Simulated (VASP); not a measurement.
# B (P6_3/mmc) in VASP: further runs

Runs on B. Level: PBE. Tasks: single point.

Everything below comes from runs of VASP 6.6.1. Logs are shortened: lines on timing, memory, paths and dates and some standing lists are left out, and cuts for length are marked.

## Step 1: The cell of the first run

Symmetry: P6_3/mmc, No. 194, hexagonal system. The conventional cell has a = 1.692 Å, b = 1.692 Å, c = 18.081 Å, α = 90.00°, β = 90.00°, γ = 120.00°. Within 2.2 Å of B (site symmetry -3m) lie 6 B at 1.69 Å. B (site symmetry -6m2) has 6 B at 1.69 Å within 2.2 Å.

## Step 2: Single point, PBE (volume scaled by 0.96)

INCAR

```
SYSTEM = B
  PREC = Accurate
  ENCUT = 500
  EDIFF = 1E-6
  ISMEAR = -1
  SIGMA = 0.1
  LREAL = .False.
  LASPH = .True.
  NELM = 120
  ALGO = Normal
  ISIF = 2
  LWAVE = .False.
  LCHARG = .False.
  GGA = PE
  NBANDS = 14
  GGA_COMPAT = .False.
```

KPOINTS

```
regular mesh
0
Gamma
  23 23 2
  0 0 0
```

POSCAR

```
B
1.0
    1.6920065054      0.0000000000      0.0000000000
   -0.8460032527      1.4653206171      0.0000000000
    0.0000000000      0.0000000000     18.0805815019
B
4
Direct
    1.0000000000      1.0000000000      1.0000000000
    1.0000000000      1.0000000000      0.5000000000
    0.3333333333      0.6666666667      0.2500000000
    0.6666666667      0.3333333333      0.7500000000
```

Potentials or basis: VASP PAW PBE potentials, release 64 (B).

On the command line:

```console
$ cat potpaw_PBE.64/B/POTCAR > POTCAR
$ mpirun -np 1 vasp_std > vasp.out
```

OUTCAR:

```text
SYSTEM = B
   PREC = Accurate
   ENCUT = 500
   EDIFF = 1E-6
   ISMEAR = -1
   LREAL = .False.
   LASPH = .True.
   NELM = 120
   ISIF = 2
   GGA = PE

 ion  position               nearest neighbor table
   1  0.000  0.000  0.000-
   2  0.000  0.000  0.500-
   3  0.333  0.667  0.250-
   4  0.667  0.333  0.750-

  LATTYP: Found a hexagonal cell.
 ALAT       =     1.6920065054
 C/A-ratio  =    10.6858817884

  Lattice vectors:

 A1 = (   1.6920065054,   0.0000000000,   0.0000000000)
 A2 = (  -0.8460032527,   1.4653206171,   0.0000000000)
 A3 = (   0.0000000000,   0.0000000000,  18.0805815019)

Analysis of symmetry for initial positions (statically):
=====================================================================
 Subroutine PRICEL returns:
 Original cell was already a primitive cell.

 Routine SETGRP: Setting up the symmetry group for a
 hexagonal supercell.

 Subroutine GETGRP returns: Found 24 space group operations
 (whereof 12 operations were pure point group operations)
 out of a pool of 24 trial point group operations.

The static configuration has the point symmetry D_3d.
 The point group associated with its full space group is D_6h.

Analysis of symmetry for dynamics (positions and initial velocities):
=====================================================================
 Subroutine PRICEL returns:
 Original cell was already a primitive cell.

 Routine SETGRP: Setting up the symmetry group for a
 hexagonal supercell.

 Subroutine GETGRP returns: Found 24 space group operations
 (whereof 12 operations were pure point group operations)
 out of a pool of 24 trial point group operations.

The dynamic configuration has the point symmetry D_3d.
 The point group associated with its full space group is D_6h.

 Subroutine INISYM returns: Found 24 space group operations
 (whereof 12 operations are pure point group operations),
 and found     1 'primitive' translations

----------------------------------------------------------------------------------------

                                     Primitive cell

  volume of cell :      44.8278

  direct lattice vectors                    reciprocal lattice vectors
     1.692006505  0.000000000  0.000000000     0.591014276  0.341222251  0.000000000
    -0.846003253  1.465320617  0.000000000     0.000000000  0.682444503  0.000000000
[... 92 lines left out ...]
   NSW    =      0    number of steps for IOM
   IBRION =     -1    ionic relax: 0-MD 1-quasi-New 2-CG
   NFREE  =      0    steps in history (QN), initial steepest desc. (CG)
   ISIF   =      2    stress and relaxation
   ISYM   =      2    0-nonsym 1-usesym 2-fastsym
   POTIM  = 0.5000    time-step for ionic-motion
   TEBEG  =    0.0;   TEEND  =   0.0 temperature during run
   PSTRESS=    0.0 pullay stress
   NELECT =      12.0000    total number of electrons
   NUPDOWN=      -1.0000    fix difference up-down
   EMIN   =  10.00;   EMAX   =-10.00  energy-range for DOS
   EFERMI =   0.00;   METHOD = LEGACY
   ISMEAR =    -1;   SIGMA  =   0.10  broadening in eV -4-tet -1-fermi 0-gaus
   EFERMI_NEDOS =   21; number of points for ismear=-14 and -15
   IALGO  =     38    algorithm
   IMIX   =      4    mixing-type and parameters
     AMIX     =   0.40;   BMIX     =  1.00
     AMIX_MAG =   1.60;   BMIX_MAG =  1.00
  volume/ion in A,a.u.               =      11.21        75.63
  Fermi-wavevector in a.u.,A,eV,Ry     =   1.055082  1.993816 15.145979  1.113198
  Thomas-Fermi vector in A             =   2.190267
   LORBIT       =      0    0 simple, 1 ext, 2 COOP (PROOUT), +10 PAW based schemes
   GGA     = PE    functional components
   LHFCALC =     F    Hartree Fock is set to
   AEXX    =    0.0000 exact exchange contribution
   IVDW    =     0    specifies the selected vdW correction
   LEPSILON=     F    determine dielectric tensor
   LRPA    =     F    only Hartree local field effects (RPA)
 non-spin polarized calculation
  energy-cutoff  :      500.00
  volume of cell :       44.83
 maximum number of plane-waves:      1181
   NGX =  7   NGY =  7   NGZ = 65

 number of electron      12.0000000 magnetization

 Free energy of the ion-electron system (eV)
  ---------------------------------------------------
  ext. energy  EPLUGINS =         0.00000000
  ---------------------------------------------------
  free energy    TOTEN  =       -23.97264309 eV

  energy without entropy =      -23.94720501  energy(sigma->0) =      -23.95992405

 E-fermi :   3.7086     XC(G=0):  -8.6954

 val. band max:        3.6854437943   @ k =   0.3478   0.0000   0.0000
 cond. band min:       3.7317644798   @ k =   0.2609   0.1304   0.5000
 fundamental gap:      0.0463206855
 Fermi energy:         3.7085601600

 k-point     1 :       0.0000    0.0000    0.0000
  band No.  band energies     occupation
      1     -13.6368      2.00000
      2     -13.6142      2.00000
      3     -13.6142      2.00000
      4     -13.5912      2.00000
      5      -4.5014      2.00000
      6      -4.2704      2.00000
      7      -4.2704      2.00000
      8      -4.0173      2.00000
      9       5.4014      0.00000
     10       6.6682      0.00000
     11       6.6682      0.00000
     12       9.0159      0.00000
     13      11.5479      0.00000
     14      15.1850      0.00000
[... 377 lines left out ...]
      1     -12.5954      2.00000
      2     -12.5756      2.00000
      3     -12.5756      2.00000
      4     -12.5555      2.00000
      5      -2.9736      2.00000
      6      -2.7468      2.00000
      7      -2.7467      2.00000
      8      -2.4980      2.00000
      9       6.8169      0.00000
     10       8.0874      0.00000
     11       8.0874      0.00000
     12      10.5507      0.00000
     13      12.6396      0.00000
     14      16.3620      0.00000

 [... further k-points ...]
[... 5 lines left out ...]
  --------------------------------------------------------------------------------------
  -------------------------------------------------------------------------------------
  Total        2.1202493      2.1202493     -0.0703436      0.0000000      0.0000000      0.0000000
  in kB       75.7792736     75.7792736     -2.5141312      0.0000000      0.0000000      0.0000000
  external PRESSURE =      49.6814720 kB  Pullay stress =       0.0000000 kB

 VOLUME and BASIS-vectors are now :
 -----------------------------------------------------------------------------
  energy-cutoff  :      500.00
  volume of cell :       44.83
      direct lattice vectors                 reciprocal lattice vectors
     1.692006505  0.000000000  0.000000000     0.591014276  0.341222251  0.000000000
    -0.846003253  1.465320617  0.000000000     0.000000000  0.682444503  0.000000000
     0.000000000  0.000000000 18.080581502     0.000000000  0.000000000  0.055307956

 POSITION                                       TOTAL-FORCE (eV/Angst)
 -----------------------------------------------------------------------------------
      0.00000      0.00000      0.00000         0.000000      0.000000      0.000000
      0.00000      0.00000      9.04029         0.000000      0.000000      0.000000
     -0.00000      0.97688      4.52015         0.000000     -0.000000      0.000000
      0.84600      0.48844     13.56044        -0.000000      0.000000      0.000000
 -----------------------------------------------------------------------------------
    total drift:                                0.000000      0.000000      0.000000

  FREE ENERGIE OF THE ION-ELECTRON SYSTEM (eV)
  ---------------------------------------------------
  free  energy   TOTEN  =       -23.9726430864 eV

  energy  without entropy=      -23.9472050052  energy(sigma->0) =      -23.95992405
```

It took 53 s on 1 thread of AMD EPYC 7R43 (Zen 3), shared host; peak memory 0.14 GiB.

Results:

* Free energy: -23.9726 eV
* Pressure: 5.0 GPa
* Band gap on the k mesh: zero (band 6 reaches 7.05 eV, above the bottom of band 7 at -4.27 eV)

Stress tensor (GPa, compression positive):
```
 7.58  0.00  0.00
 0.00  7.58  0.00
 0.00  0.00 -0.25
```

Caveat: the cell differs from its parent crystal (volume scaled by 0.96); this functional lacks dispersion, which binds the layers, so the pressure and a relaxed spacing across them are unreliable.

## Step 3: Single point, PBE

This run uses another cell than the first one, of 11.67 Å³/atom, 1.042 times its volume.

INCAR

```
PREC = Accurate ; ENCUT = 500
EDIFF = 1E-6 ; ISMEAR = -1
SIGMA = 0.1 ; LREAL = F
LASPH = T ; NELM = 120
ALGO = Normal ; ISIF = 2
LWAVE = F ; LCHARG = T
GGA = PE ; LELF = T
LVHAR = T ; NBANDS = 14
GGA_COMPAT = F
```

KPOINTS

```
Automatic mesh
0
Gamma
  23 23 2
```

POSCAR

```
B
1.0
    1.7151875573      0.0000000000      0.0000000000
   -0.8575937786      1.4853959969      0.0000000000
    0.0000000000      0.0000000000     18.3282914819
B
4
Direct
    1.0000000000      1.0000000000      1.0000000000
    1.0000000000      1.0000000000      0.5000000000
    0.3333333333      0.6666666667      0.2500000000
    0.6666666667      0.3333333333      0.7500000000
```

Potentials or basis: VASP PAW PBE potentials, release 64 (B).

On the command line:

```console
$ cat potpaw_PBE.64/B/POTCAR > POTCAR
$ mpirun -np 1 vasp_std > vasp.out
```

It took 92 s on 1 thread of AMD EPYC 7R43 (Zen 3), shared host; peak memory 0.15 GiB.

Results (log left out):

* Free energy: -23.9935 eV
* Pressure: -1.3 GPa
* Band gap on the k mesh: zero (band 6 reaches 6.69 eV, above the bottom of band 7 at -4.28 eV)

Stress tensor (GPa, compression positive):
```
-1.88  0.00  0.00
 0.00 -1.88  0.00
 0.00  0.00 -0.26
```

Levels at points of the mesh, in eV from the Fermi level:
| k point | band 4 | band 5 | band 6 | band 7 | band 8 | band 9 | band 10 | band 11 | band 12 | band 13 |
| --- | --- | --- | --- | --- | --- | --- | --- | --- | --- | --- |
| (0.00, 0.00, 0.00) | -17.03 | -7.94 | -7.72 | -7.72 | -7.48 | 1.78 | 3.01 | 3.01 | 5.29 | 7.72 |
| (0.00, 0.00, 0.50) | -17.03 | -7.88 | -7.88 | -7.55 | -7.55 | 2.11 | 2.11 | 4.31 | 4.31 | 9.02 |

Caveat: this functional lacks dispersion, which binds the layers, so the pressure and a relaxed spacing across them are unreliable.

## Step 4: Single point, PBE (volume scaled by 1.04)

INCAR

```
PREC = Accurate ; ENCUT = 500
EDIFF = 1E-6 ; ISMEAR = -1
SIGMA = 0.1 ; LREAL = False
LASPH = True ; NELM = 120
ALGO = Normal ; ISIF = 2
LWAVE = False ; LCHARG = False
GGA = PE ; NBANDS = 14
GGA_COMPAT = False
```

KPOINTS is that of step 3.

POSCAR

```
B
1.0
    1.7377584030      0.0000000000      0.0000000000
   -0.8688792015      1.5049429226      0.0000000000
    0.0000000000      0.0000000000     18.5694808709
B
4
Direct
    1.0000000000      1.0000000000      1.0000000000
    1.0000000000      1.0000000000      0.5000000000
    0.3333333333      0.6666666667      0.2500000000
    0.6666666667      0.3333333333      0.7500000000
```

On the command line:

```console
$ cat potpaw_PBE.64/B/POTCAR > POTCAR
$ mpirun -np 1 vasp_std > vasp.out
```

Run time: 2.4 min. Hardware: 1 thread of AMD EPYC 7R43 (Zen 3), shared host; peak memory 0.16 GiB.

It converged, with:

- Free energy: -23.9472 eV
- Pressure: -6.5 GPa
- Band gap on the k mesh: zero (band 6 reaches 6.36 eV, above the bottom of band 7 at -4.28 eV)

Stress tensor (GPa, compression positive):
```
-9.69  0.00  0.00
 0.00 -9.69  0.00
 0.00  0.00 -0.27
```

Levels at points of the mesh, in eV from the Fermi level:
| k point | band 6 | band 7 | band 8 | band 9 | band 10 | band 11 |
| --- | --- | --- | --- | --- | --- | --- |
| (0.00, 0.00, 0.00) | -7.47 | -7.47 | -7.24 | 1.87 | 3.06 | 3.06 |
| (0.00, 0.00, 0.50) | -7.62 | -7.31 | -7.31 | 2.18 | 2.18 | 4.32 |

Caveat: the cell differs from its parent crystal (volume scaled by 1.04); this functional lacks dispersion, which binds the layers, so the pressure and a relaxed spacing across them are unreliable.

(Continued in part 2 of 2.)
